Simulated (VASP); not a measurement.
# NaF (I4/mmm) in VASP: notebook, part 2 of 2

VASP 6.6.1.

**5. Single point, PBE**

This run uses another cell than the first one, of 13.25 Å³/atom.

Contents of INCAR:

```
PREC     = Accurate       # precision mode
ENCUT    = 600            # plane-wave cutoff, eV
EDIFF    = 1E-6           # SCF threshold, eV
ISMEAR   = 0              # smearing method
SIGMA    = 0.02           # smearing width, eV
LREAL    = False          # projectors in reciprocal space
LASPH    = True           # aspherical terms in the spheres
NELM     = 120            # most SCF steps
ALGO     = Normal         # electronic algorithm
ISIF     = 2              # what is computed and relaxed
LWAVE    = False          # write WAVECAR
LCHARG   = False          # write CHGCAR
GGA      = PE             # functional
NBANDS   = 22             # bands
GGA_COMPAT= False
```

Contents of KPOINTS:

```
Automatic mesh
0
Gamma
  8 8 6
```

Contents of POSCAR:

```
NaF
1.0
    3.3700080452      0.0000000000      0.0000000000
    0.0000000000      3.3700080452      0.0000000000
    0.0000000000      0.0000000000      4.6684219824
Na F
2 2
Direct
    0.0000000000      0.0000000000      0.0000000000
    0.5000000000      0.5000000000      0.5000000000
    0.5000000000      0.5000000000      0.0000000000
    0.0000000000      0.0000000000      0.5000000000
```

Potentials or basis: VASP PAW PBE potentials, release 64 (Na_pv, F).

On the command line:

```bash
cat potpaw_PBE.64/Na_pv/POTCAR potpaw_PBE.64/F/POTCAR > POTCAR
mpirun -np 1 vasp_std > vasp.out
```

OUTCAR:

```text
PREC = Accurate
   ENCUT = 600
   EDIFF = 1E-6
   ISMEAR = 0
   LREAL = False
   LASPH = True
   NELM = 120
   ISIF = 2
   GGA = PE

 ion  position               nearest neighbor table
   1  0.000  0.000  0.000-   4 2.33   4 2.33
   2  0.500  0.500  0.500-   3 2.33   3 2.33
   3  0.500  0.500  0.000-   2 2.33   2 2.33
   4  0.000  0.000  0.500-   1 2.33   1 2.33

  LATTYP: Found a simple tetragonal cell.
 ALAT       =     3.3700080452
 C/A-ratio  =     1.3852851150

  Lattice vectors:

 A1 = (   3.3700080452,   0.0000000000,   0.0000000000)
 A2 = (   0.0000000000,   3.3700080452,   0.0000000000)
 A3 = (   0.0000000000,   0.0000000000,   4.6684219824)

Analysis of symmetry for initial positions (statically):
=====================================================================
 Subroutine PRICEL returns following result:

  LATTYP: Found a body centered tetragonal cell.
 ALAT       =     3.3700080452
 C/A-ratio  =     1.3852851150

  Lattice vectors:

 A1 = (  -1.6850040226,  -1.6850040226,  -2.3342109912)
 A2 = (   1.6850040226,   1.6850040226,  -2.3342109912)
 A3 = (   1.6850040226,  -1.6850040226,   2.3342109912)

   2 primitive cells build up your supercell.

 Routine SETGRP: Setting up the symmetry group for a
 simple tetragonal supercell.

 Subroutine GETGRP returns: Found 16 space group operations
 (whereof 16 operations were pure point group operations)
 out of a pool of 16 trial point group operations.

The static configuration has the point symmetry D_4h.

Analysis of symmetry for dynamics (positions and initial velocities):
=====================================================================
 Subroutine PRICEL returns following result:

  LATTYP: Found a body centered tetragonal cell.
 ALAT       =     3.3700080452
 C/A-ratio  =     1.3852851150

  Lattice vectors:

 A1 = (  -1.6850040226,  -1.6850040226,  -2.3342109912)
 A2 = (   1.6850040226,   1.6850040226,  -2.3342109912)
 A3 = (   1.6850040226,  -1.6850040226,   2.3342109912)

   2 primitive cells build up your supercell.

 Routine SETGRP: Setting up the symmetry group for a
 simple tetragonal supercell.

 Subroutine GETGRP returns: Found 16 space group operations
 (whereof 16 operations were pure point group operations)
 out of a pool of 16 trial point group operations.

The dynamic configuration has the point symmetry D_4h.

 Subroutine INISYM returns: Found 16 space group operations
 (whereof 16 operations are pure point group operations),
 and found     2 'primitive' translations

----------------------------------------------------------------------------------------

                                     Primitive cell

  volume of cell :      26.5095

  direct lattice vectors                    reciprocal lattice vectors
    -1.685004023 -1.685004023 -2.334210991     0.000000000 -0.296735197 -0.214205143
     1.685004023  1.685004023 -2.334210991     0.296735197  0.000000000 -0.214205143
     1.685004023 -1.685004023  2.334210991     0.296735197 -0.296735197  0.000000000

  length of vectors
[... 31 lines left out ...]

 Subroutine IBZKPT returns following result:
 ===========================================

 Found     60 irreducible k-points:

 Following reciprocal coordinates:
            Coordinates               Weight
  0.000000  0.000000  0.000000      1.000000
  0.125000  0.000000  0.000000      4.000000
  0.250000  0.000000  0.000000      4.000000
  0.375000  0.000000  0.000000      4.000000
  0.500000  0.000000  0.000000      2.000000
  0.125000  0.125000  0.000000      4.000000
[... 16 lines left out ...]
  0.375000  0.125000  0.166667     16.000000
  0.500000  0.125000  0.166667      8.000000
 [... further k-points ...]
   k-points           NKPTS =     60   k-points in BZ     NKDIM =     60   number of bands    NBANDS=     22
   number of dos      NEDOS =    301   number of ions     NIONS =      4
   total plane-waves  NPLWV =  31360
   dimension x,y,z NGX =    28 NGY =   28 NGZ =   40
   dimension x,y,z NGXF=    56 NGYF=   56 NGZF=   80
   ions per type =               2   2
   NGX,Y,Z   is equivalent  to a cutoff of  13.81, 13.81, 14.24 a.u.
   NGXF,Y,Z  is equivalent  to a cutoff of  27.63, 27.63, 28.49 a.u.
 SYSTEM =  unknown system
   PREC   = accura    normal or accurate (medium, high low for compatibility)
   ISTART =      0    job   : 0-new  1-cont  2-samecut
   ICHARG =      2    charge: 1-file 2-atom 10-const
   ISPIN  =      1    spin polarized calculation?
   LNONCOLLINEAR =      F non collinear calculations
   LSORBIT =      F    spin-orbit coupling
   LASPH  =      T    aspherical Exc in radial PAW
   ENCUT  =  600.0 eV  44.10 Ry    6.64 a.u.   6.73  6.73  9.32*2*pi/ulx,y,z
   NELM   =    120;   NELMIN=  2; NELMDL= -5     # of ELM steps
   EDIFF  = 0.1E-05   stopping-criterion for ELM
   LREAL  =      F    real-space projection
   EDIFFG = 0.1E-04   stopping-criterion for IOM
   NSW    =      0    number of steps for IOM
   IBRION =     -1    ionic relax: 0-MD 1-quasi-New 2-CG
   NFREE  =      0    steps in history (QN), initial steepest desc. (CG)
   ISIF   =      2    stress and relaxation
   ISYM   =      2    0-nonsym 1-usesym 2-fastsym
   POTIM  = 0.5000    time-step for ionic-motion
   TEBEG  =    0.0;   TEEND  =   0.0 temperature during run
   PSTRESS=    0.0 pullay stress
   NELECT =      28.0000    total number of electrons
   NUPDOWN=      -1.0000    fix difference up-down
   EMIN   =  10.00;   EMAX   =-10.00  energy-range for DOS
   EFERMI =   0.00;   METHOD = LEGACY
   ISMEAR =     0;   SIGMA  =   0.02  broadening in eV -4-tet -1-fermi 0-gaus
   EFERMI_NEDOS =   21; number of points for ismear=-14 and -15
   IALGO  =     38    algorithm
   IMIX   =      4    mixing-type and parameters
     AMIX     =   0.40;   BMIX     =  1.00
     AMIX_MAG =   1.60;   BMIX_MAG =  1.00
  volume/ion in A,a.u.               =      13.25        89.45
  Fermi-wavevector in a.u.,A,eV,Ry     =   1.323275  2.500628 23.824581  1.751057
  Thomas-Fermi vector in A             =   2.452895
   LORBIT       =      0    0 simple, 1 ext, 2 COOP (PROOUT), +10 PAW based schemes
   GGA     = PE    functional components
   LHFCALC =     F    Hartree Fock is set to
   AEXX    =    0.0000 exact exchange contribution
   IVDW    =     0    specifies the selected vdW correction
   LEPSILON=     F    determine dielectric tensor
   LRPA    =     F    only Hartree local field effects (RPA)
 non-spin polarized calculation
 Gauss-broadening in eV      SIGMA  =   0.02
  energy-cutoff  :      600.00
  volume of cell :       53.02
 maximum number of plane-waves:      1800
 NGX is ok and might be reduce to    28
   NGX = 13   NGY = 13   NGZ = 19

 number of electron      28.0000001 magnetization

 Free energy of the ion-electron system (eV)
  ---------------------------------------------------
  ext. energy  EPLUGINS =         0.00000000
  ---------------------------------------------------
  free energy    TOTEN  =       -17.13725462 eV

  energy without entropy =      -17.13725462  energy(sigma->0) =      -17.13725462

 E-fermi :  -2.2241     XC(G=0):  -8.8554

 val. band max:       -2.3483097536   @ k =   0.0000   0.0000   0.0000
 cond. band min:       3.6211315775   @ k =   0.0000   0.0000   0.0000
 fundamental gap:      5.9694413311
 Fermi energy:        -2.2240510283

 k-point     1 :       0.0000    0.0000    0.0000
  band No.  band energies     occupation
      1     -21.5952      2.00000
      2     -21.5360      2.00000
      3     -21.5360      2.00000
      4     -21.4907      2.00000
      5     -21.4907      2.00000
      6     -21.4827      2.00000
[... 589 lines left out ...]
     21      16.2352      0.00000
     22      16.2352      0.00000

 [... further k-points ...]

------------------------ aborting loop because EDIFF is reached ----------------------------------------

  FORCE on cell =-STRESS in cart. coord.  units (eV):
  Direction    XX          YY          ZZ          XY          YZ          ZX
  --------------------------------------------------------------------------------------
  -------------------------------------------------------------------------------------
  Total       -0.4955140     -0.4955140     -0.0534042      0.0000000      0.0000000      0.0000000
  in kB      -14.9738870    -14.9738870     -1.6138158      0.0000000      0.0000000      0.0000000
  external PRESSURE =     -10.5205299 kB  Pullay stress =       0.0000000 kB

 VOLUME and BASIS-vectors are now :
 -----------------------------------------------------------------------------
  energy-cutoff  :      600.00
  volume of cell :       53.02
      direct lattice vectors                 reciprocal lattice vectors
     3.370008045  0.000000000  0.000000000     0.296735197  0.000000000  0.000000000
     0.000000000  3.370008045  0.000000000     0.000000000  0.296735197  0.000000000
     0.000000000  0.000000000  4.668421982     0.000000000  0.000000000  0.214205143

 POSITION                                       TOTAL-FORCE (eV/Angst)
 -----------------------------------------------------------------------------------
      0.00000      0.00000      0.00000         0.000000      0.000000      0.000000
      1.68500      1.68500      2.33421         0.000000      0.000000     -0.000000
      1.68500      1.68500      0.00000        -0.000000     -0.000000      0.000000
      0.00000      0.00000      2.33421         0.000000      0.000000      0.000000
 -----------------------------------------------------------------------------------
    total drift:                                0.000000      0.000000      0.000000

  FREE ENERGIE OF THE ION-ELECTRON SYSTEM (eV)
  ---------------------------------------------------
  free  energy   TOTEN  =       -17.1372546191 eV

  energy  without entropy=      -17.1372546191  energy(sigma->0) =      -17.13725462
```

It took 47 s on 1 thread of Intel Xeon Platinum 8375C at 2.90GHz (Ice Lake), shared host; peak memory 0.21 GiB.

What came out:

```
Free energy            : -17.1373 eV
Pressure               : -1.1 GPa
Band gap on the k mesh : 5.97 eV
```

A k mesh can miss the band edges.

**6. The runs side by side**

| cell | k mesh | smearing | gap on the mesh (eV) | pressure (GPa) |
| --- | --- | --- | --- | --- |
| a = 3.370, b = 3.370, c = 4.650 Å, 4 atoms | 6 × 6 × 4 | gaussian 0.1 eV | 5.99 | -0.9 |
| a = 3.370, b = 3.370, c = 4.668 Å, 4 atoms | 8 × 8 × 6 | gaussian 0.02 eV | 5.97 | -1.1 |
| a = 3.370, b = 3.370, c = 4.650 Å, 4 atoms | 8 × 8 × 6 | gaussian 0.02 eV | 5.99 | -0.9 |

Alike in all rows: task single point; level PBE; potentials or basis VASP PAW PBE potentials, release 64 (Na_pv, F); no spin polarisation; cutoff (eV) 600.

Total energies depend on the potentials used, so only differences within one code and one set of settings carry meaning.
